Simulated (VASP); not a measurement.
# Pt (P2_1/m) in VASP: notebook

Runs on Pt. Level: PBEsol. Tasks: single point.

Program: VASP 6.6.1. These are calculated values, not measurements. Logs are shortened: lines on timing, memory, paths and dates and some standing lists are left out, and cuts for length are marked.

### 1 The cell of the first run

Symmetry: P2_1/m, No. 11, monoclinic system. The conventional cell has a = 2.663 Å, b = 5.225 Å, c = 2.726 Å, α = 90.00°, β = 117.69°, γ = 90.00°. Pt (site symmetry m) has 12 Pt at 2.66 to 3.07 Å within 3.5 Å.

### 2 Single point, PBEsol (engineering shear strain xy -0.0533, normal strain along z +0.1100)

Input file INCAR:

```
PREC     = Accurate       # precision mode
ENCUT    = 520            # plane-wave cutoff, eV
EDIFF    = 1E-6           # SCF threshold, eV
ISMEAR   = 0              # smearing method
SIGMA    = 0.15           # smearing width, eV
LREAL    = F              # projectors in reciprocal space
LASPH    = T              # aspherical terms in the spheres
NELM     = 80             # most SCF steps
ALGO     = Fast           # electronic algorithm
ISIF     = 2              # what is computed and relaxed
LWAVE    = F              # write WAVECAR
LCHARG   = T              # write CHGCAR
GGA      = PS             # functional
LELF     = T              # ELF
LVHAR    = T            
NBANDS   = 17             # bands
```

Input file KPOINTS:

```
Automatic mesh
0
Gamma
  18 18 10
```

Input file POSCAR:

```
Pt
1.0
    2.7251897179     -0.0726263060      0.0000000000
   -1.4254910849      2.3963966788      0.0000000000
    0.0000000000      0.0000000000      5.2246833688
Pt
2
Direct
    0.6666666667      0.3333333333      0.7500000000
    0.3333333333      0.6666666667      0.2500000000
```

Potentials or basis: VASP PAW PBE potentials, release 64 (Pt).

The run is started by

```console
$ cat potpaw_PBE.64/Pt/POTCAR > POTCAR
$ mpirun -np 1 vasp_std > vasp.out
```

OUTCAR:

```text
PREC = Accurate
   ENCUT = 520
   EDIFF = 1E-6
   ISMEAR = 0
   LREAL = F
   LASPH = T
   NELM = 80
   ISIF = 2
   GGA = PS

 ion  position               nearest neighbor table
   1  0.667  0.333  0.750-   2 3.03   2 3.03   2 3.05   2 3.05   2 3.07   2 3.07
   2  0.333  0.667  0.250-   1 3.03   1 3.03   1 3.05   1 3.05   1 3.07   1 3.07

  LATTYP: Found a simple monoclinic cell.
 ALAT       =     2.6625411325
 B/A-ratio  =     1.9622920769
 C/A-ratio  =     1.0238930240
 COS(beta)  =    -0.4647180189

  Lattice vectors:

 A1 = (   1.2996986330,   2.3237703728,   0.0000000000)
 A2 = (   0.0000000000,   0.0000000000,  -5.2246833688)
 A3 = (  -2.7251897179,   0.0726263060,   0.0000000000)

Analysis of symmetry for initial positions (statically):
=====================================================================
 Subroutine PRICEL returns:
 Original cell was already a primitive cell.

 Routine SETGRP: Setting up the symmetry group for a
 simple monoclinic supercell.

 Subroutine GETGRP returns: Found  4 space group operations
 (whereof  2 operations were pure point group operations)
 out of a pool of  4 trial point group operations.

The static configuration has the point symmetry S_2 .
 The point group associated with its full space group is C_2h.

Analysis of symmetry for dynamics (positions and initial velocities):
=====================================================================
 Subroutine PRICEL returns:
 Original cell was already a primitive cell.

 Routine SETGRP: Setting up the symmetry group for a
 simple monoclinic supercell.

 Subroutine GETGRP returns: Found  4 space group operations
 (whereof  2 operations were pure point group operations)
 out of a pool of  4 trial point group operations.

The dynamic configuration has the point symmetry S_2 .
 The point group associated with its full space group is C_2h.

 Subroutine INISYM returns: Found  4 space group operations
 (whereof  2 operations are pure point group operations),
 and found     1 'primitive' translations

----------------------------------------------------------------------------------------

                                     Primitive cell

  volume of cell :      33.5796

  direct lattice vectors                    reciprocal lattice vectors
     2.725189718 -0.072626306  0.000000000     0.372857728  0.221793567  0.000000000
    -1.425491085  2.396396679  0.000000000     0.011299999  0.424014962  0.000000000
     0.000000000  0.000000000  5.224683369     0.000000000  0.000000000  0.191399158

  length of vectors
     2.726157292  2.788322412  5.224683369     0.433837841  0.424165508  0.191399158

  position of ions in fractional coordinates (direct lattice)
     0.666666667  0.333333333  0.750000000
     0.333333333  0.666666667  0.250000000

  ion indices of the primitive-cell ions
   primitive index   ion index
                 1           1
                 2           2

----------------------------------------------------------------------------------------

 KPOINTS: Automatic mesh

Automatic generation of k-mesh.
 Grid dimensions read from file:
 generate k-points for:   18   18   10

 Generating k-lattice:

  Cartesian coordinates                     Fractional coordinates (reciprocal lattice)
     0.020714318  0.012321865  0.000000000     0.055555556  0.000000000  0.000000000
     0.000627778  0.023556387  0.000000000     0.000000000  0.055555556  0.000000000
     0.000000000  0.000000000  0.019139916     0.000000000  0.000000000  0.100000000

  Length of vectors
     0.024102102  0.023564750  0.019139916

  Shift w.r.t. Gamma in fractional coordinates (k-lattice)
     0.000000000  0.000000000  0.000000000

 Subroutine IBZKPT returns following result:
 ===========================================

 Found    984 irreducible k-points:

 Following reciprocal coordinates:
            Coordinates               Weight
  0.000000  0.000000  0.000000      1.000000
  0.055556  0.000000  0.000000      2.000000
  0.111111  0.000000  0.000000      2.000000
  0.166667  0.000000  0.000000      2.000000
  0.222222  0.000000  0.000000      2.000000
  0.277778 -0.000000  0.000000      2.000000
[... 16 lines left out ...]
 -0.333333  0.055556  0.000000      2.000000
 -0.277778  0.055556  0.000000      2.000000
 [... further k-points ...]
   k-points           NKPTS =    984   k-points in BZ     NKDIM =    984   number of bands    NBANDS=     17
   number of dos      NEDOS =    301   number of ions     NIONS =      2
   total plane-waves  NPLWV =  19200
   dimension x,y,z NGX =    20 NGY =   24 NGZ =   40
   dimension x,y,z NGXF=    40 NGYF=   48 NGZF=   80
   ions per type =               2
   NGX,Y,Z   is equivalent  to a cutoff of  12.20, 14.31, 12.73 a.u.
   NGXF,Y,Z  is equivalent  to a cutoff of  24.39, 28.62, 25.46 a.u.
 SYSTEM =  unknown system
   PREC   = accura    normal or accurate (medium, high low for compatibility)
   ISTART =      0    job   : 0-new  1-cont  2-samecut
   ICHARG =      2    charge: 1-file 2-atom 10-const
   ISPIN  =      1    spin polarized calculation?
   LNONCOLLINEAR =      F non collinear calculations
   LSORBIT =      F    spin-orbit coupling
   LASPH  =      T    aspherical Exc in radial PAW
   ENCUT  =  520.0 eV  38.22 Ry    6.18 a.u.   5.07  5.18  9.71*2*pi/ulx,y,z
   NELM   =     80;   NELMIN=  2; NELMDL= -5     # of ELM steps
   EDIFF  = 0.1E-05   stopping-criterion for ELM
   LREAL  =      F    real-space projection
   EDIFFG = 0.1E-04   stopping-criterion for IOM
   NSW    =      0    number of steps for IOM
   IBRION =     -1    ionic relax: 0-MD 1-quasi-New 2-CG
   NFREE  =      0    steps in history (QN), initial steepest desc. (CG)
   ISIF   =      2    stress and relaxation
   ISYM   =      2    0-nonsym 1-usesym 2-fastsym
   POTIM  = 0.5000    time-step for ionic-motion
   TEBEG  =    0.0;   TEEND  =   0.0 temperature during run
   PSTRESS=    0.0 pullay stress
   NELECT =      20.0000    total number of electrons
   NUPDOWN=      -1.0000    fix difference up-down
   EMIN   =  10.00;   EMAX   =-10.00  energy-range for DOS
   EFERMI =   0.00;   METHOD = LEGACY
   ISMEAR =     0;   SIGMA  =   0.15  broadening in eV -4-tet -1-fermi 0-gaus
   EFERMI_NEDOS =   21; number of points for ismear=-14 and -15
   IALGO  =     68    algorithm
   IMIX   =      4    mixing-type and parameters
     AMIX     =   0.40;   BMIX     =  1.00
     AMIX_MAG =   1.60;   BMIX_MAG =  1.00
  volume/ion in A,a.u.               =      16.79       113.30
  Fermi-wavevector in a.u.,A,eV,Ry     =   1.377399  2.602906 25.813341  1.897227
  Thomas-Fermi vector in A             =   2.502556
   LORBIT       =      0    0 simple, 1 ext, 2 COOP (PROOUT), +10 PAW based schemes
   GGA     = PS    functional components
   LHFCALC =     F    Hartree Fock is set to
   AEXX    =    0.0000 exact exchange contribution
   IVDW    =     0    specifies the selected vdW correction
   LEPSILON=     F    determine dielectric tensor
   LRPA    =     F    only Hartree local field effects (RPA)
 non-spin polarized calculation
 RMM-DIIS sequential band-by-band and
 Gauss-broadening in eV      SIGMA  =   0.15
  energy-cutoff  :      520.00
  volume of cell :       33.58
 maximum number of plane-waves:       924
   NGX = 11   NGY = 11   NGZ = 19

 number of electron      20.0000001 magnetization

 Free energy of the ion-electron system (eV)
  ---------------------------------------------------
  ext. energy  EPLUGINS =         0.00000000
  ---------------------------------------------------
  free energy    TOTEN  =       -13.45370299 eV

  energy without entropy =      -13.41813714  energy(sigma->0) =      -13.43592007

 E-fermi :   9.0736     XC(G=0): -12.9682

 val. band max:        9.0728830360   @ k =   0.2778   0.5000   0.1000
 cond. band min:       9.0756295616   @ k =  -0.2222   0.3889   0.3000
 fundamental gap:      0.0027465256
 Fermi energy:         9.0735696487

 k-point     1 :       0.0000    0.0000    0.0000
  band No.  band energies     occupation
      1      -0.0400      2.00000
      2       2.1052      2.00000
      3       4.9356      2.00000
      4       5.4228      2.00000
      5       5.6496      2.00000
      6       6.3864      2.00000
[... 9 lines left out ...]
     16      26.2869      0.00000
     17      30.5874      0.00000

 k-point     2 :       0.0556    0.0000    0.0000
  band No.  band energies     occupation
      1       0.0855      2.00000
      2       2.2324      2.00000
      3       4.9888      2.00000
      4       5.5120      2.00000
      5       5.7352      2.00000
      6       6.3121      2.00000
[... 9 lines left out ...]
     16      26.5019      0.00000
     17      29.8846      0.00000

 k-point     3 :       0.1111    0.0000    0.0000
  band No.  band energies     occupation
      1       0.4522      2.00000
      2       2.5966      2.00000
      3       5.1280      2.00000
      4       5.7403      2.00000
      5       5.9414      2.00000
      6       6.1709      2.00000
[... 9 lines left out ...]
     16      26.9642      0.00000
     17      28.6703      0.00000

 k-point     4 :       0.1667    0.0000    0.0000
  band No.  band energies     occupation
      1       1.0266      2.00000
      2       3.1277      2.00000
      3       5.2475      2.00000
      4       5.7663      2.00000
      5       5.9909      2.00000
      6       6.0169      2.00000
[... 9 lines left out ...]
     16      26.8696      0.00000
     17      27.5421      0.00000

 k-point     5 :       0.2222    0.0000    0.0000
  band No.  band energies     occupation
      1       1.7361      2.00000
      2       3.6132      2.00000
      3       5.3149      2.00000
      4       5.3950      2.00000
      5       5.5118      2.00000
      6       6.3193      2.00000
[... 9 lines left out ...]
     16      25.9210      0.00000
     17      27.3006      0.00000

 k-point     6 :       0.2778   -0.0000    0.0000
  band No.  band energies     occupation
      1       2.4337      2.00000
      2       3.7086      2.00000
      3       4.8793      2.00000
      4       5.3452      2.00000
      5       5.7528      2.00000
      6       6.5862      2.00000
[... 9 lines left out ...]
     16      24.6126      0.00000
     17      27.2087      0.00000

 k-point     7 :       0.3333    0.0000    0.0000
  band No.  band energies     occupation
      1       2.8938      2.00000
      2       3.5143      2.00000
      3       4.4754      2.00000
      4       5.4980      2.00000
      5       6.2180      2.00000
      6       6.4195      2.00000
[... 9 lines left out ...]
     16      23.5656      0.00000
     17      25.0025      0.00000

 k-point     8 :       0.3889   -0.0000    0.0000
  band No.  band energies     occupation
      1       3.0357      2.00000
      2       3.2891      2.00000
      3       4.1861      2.00000
      4       5.9335      2.00000
      5       5.9342      2.00000
      6       6.7692      2.00000
[... 9 lines left out ...]
     16      22.4495      0.00000
     17      22.6923      0.00000
[... 203 lines left out ...]
      1       3.0919      2.00000
      2       3.1879      2.00000
      3       3.9917      2.00000
      4       5.7085      2.00000
      5       6.5588      2.00000
      6       6.6063      2.00000
[... 9 lines left out ...]
     16      21.1816      0.00000
     17      21.8725      0.00000

 k-point    20 :       0.5000    0.0556    0.0000
  band No.  band energies     occupation
      1       3.0884      2.00000
      2       3.1902      2.00000
      3       3.9988      2.00000
      4       5.7306      2.00000
      5       6.5515      2.00000
      6       6.5845      2.00000
[... 9 lines left out ...]
     16      21.2125      0.00000
     17      21.8952      0.00000

 k-point    21 :      -0.4444    0.0556    0.0000
  band No.  band energies     occupation
      1       3.1226      2.00000
      2       3.2868      2.00000
      3       4.1167      2.00000
      4       5.8613      2.00000
      5       6.1740      2.00000
      6       6.6409      2.00000
[... 9 lines left out ...]
     16      22.0573      0.00000
     17      22.4455      0.00000

 k-point    22 :      -0.3889    0.0556    0.0000
  band No.  band energies     occupation
      1       3.0821      2.00000
      2       3.4809      2.00000
      3       4.3447      2.00000
      4       5.6824      2.00000
      5       6.0876      2.00000
      6       6.5911      2.00000
[... 9 lines left out ...]
     16      23.2597      0.00000
     17      23.9982      0.00000

 k-point    23 :      -0.3333    0.0556    0.0000
  band No.  band energies     occupation
      1       2.7810      2.00000
      2       3.7146      2.00000
      3       4.6812      2.00000
      4       5.3566      2.00000
      5       5.9166      2.00000
      6       6.3870      2.00000
[... 9 lines left out ...]
     16      24.1754      0.00000
     17      26.5297      0.00000

 k-point    24 :      -0.2778    0.0556    0.0000
  band No.  band energies     occupation
      1       2.1602      2.00000
      2       3.8053      2.00000
      3       5.1231      2.00000
      4       5.2959      2.00000
      5       5.3781      2.00000
      6       6.3844      2.00000
[... 9 lines left out ...]
     16      25.0499      0.00000
     17      27.3519      0.00000

 [... further k-points ...]

------------------------ aborting loop because EDIFF is reached ----------------------------------------

  FORCE on cell =-STRESS in cart. coord.  units (eV):
  Direction    XX          YY          ZZ          XY          YZ          ZX
  --------------------------------------------------------------------------------------
  -------------------------------------------------------------------------------------
  Total       -2.7087120     -2.4929186     -5.4449756      1.4841862      0.0000000      0.0000000
  in kB     -129.2402750   -118.9441653   -259.7951177     70.8147037      0.0000000      0.0000000
  external PRESSURE =    -169.3265193 kB  Pullay stress =       0.0000000 kB

 VOLUME and BASIS-vectors are now :
 -----------------------------------------------------------------------------
  energy-cutoff  :      520.00
  volume of cell :       33.58
      direct lattice vectors                 reciprocal lattice vectors
     2.725189718 -0.072626306  0.000000000     0.372857728  0.221793567  0.000000000
    -1.425491085  2.396396679  0.000000000     0.011299999  0.424014962  0.000000000
     0.000000000  0.000000000  5.224683369     0.000000000  0.000000000  0.191399158

 POSITION                                       TOTAL-FORCE (eV/Angst)
 -----------------------------------------------------------------------------------
      1.34163      0.75038      3.91851         0.041832     -0.004814     -0.000000
     -0.04193      1.57339      1.30617        -0.041832      0.004814      0.000000
 -----------------------------------------------------------------------------------
    total drift:                                0.000000     -0.000000     -0.000000

  FREE ENERGIE OF THE ION-ELECTRON SYSTEM (eV)
  ---------------------------------------------------
  free  energy   TOTEN  =       -13.4537029945 eV

  energy  without entropy=      -13.4181371414  energy(sigma->0) =      -13.43592007
```

Wall time 7.8 min (1 thread of AMD EPYC 7R13 (Zen 3), shared host); peak memory 0.5 GiB.

What came out:

```
Free energy            : -13.4537 eV
Pressure               : -16.9 GPa
Largest force          : 0.042 eV/Å
Band gap on the k mesh : zero (bands 10 and 11 overlap by 1.57 eV)
```

Forces in eV/Å, atoms in the order of the input:
```
Pt   0.042 -0.005  0.000
Pt  -0.042  0.005  0.000
```

Stress tensor (GPa, compression positive):
```
-12.92   7.08   0.00
  7.08 -11.89   0.00
  0.00   0.00 -25.98
```

Levels at points of the mesh, in eV from the Fermi level:
```
           k point  band 6  band 7  band 8  band 9  band 10  band 11  band 12  band 13  band 14  band 15
(0.00, 0.00, 0.00)   -2.69   -2.50   -1.11   -1.02    -0.90    -0.15     0.02     3.15    13.81    15.72
(0.50, 0.00, 0.00)   -2.43   -1.80   -0.33    0.81     0.90     2.50     4.10     7.40     8.32     9.36
(0.00, 0.50, 0.00)   -2.14   -1.90   -0.19    0.63     0.72     2.35     3.84     6.99     8.02     8.95
(0.50, 0.50, 0.00)   -2.02   -1.91   -0.05    0.60     0.70     2.14     3.53     6.51     7.73     8.47
(0.00, 0.00, 0.50)   -3.58   -2.65   -2.65   -0.57    -0.57    -0.37    -0.37     9.40     9.40    16.06
(0.50, 0.00, 0.50)   -1.51   -0.67   -0.67    0.87     0.87     2.03     2.03     7.02     7.02    12.94
(0.00, 0.50, 0.50)   -1.29   -0.74   -0.74    0.70     0.70     1.79     1.79     6.60     6.60    12.64
(0.50, 0.50, 0.50)   -1.08   -0.81   -0.81    0.66     0.66     1.54     1.54     6.10     6.10    12.34
```

Caveat: the cell differs from its parent crystal (engineering shear strain xy -0.0533, normal strain along z +0.1100); the stress differs along the axes, from -26 to -12 GPa; the PAW data sets were made with another functional, which shifts forces and pressure a little; spin-orbit coupling is left out, which moves the levels of the heavy elements.

(Part 1 of 2 ends here.)
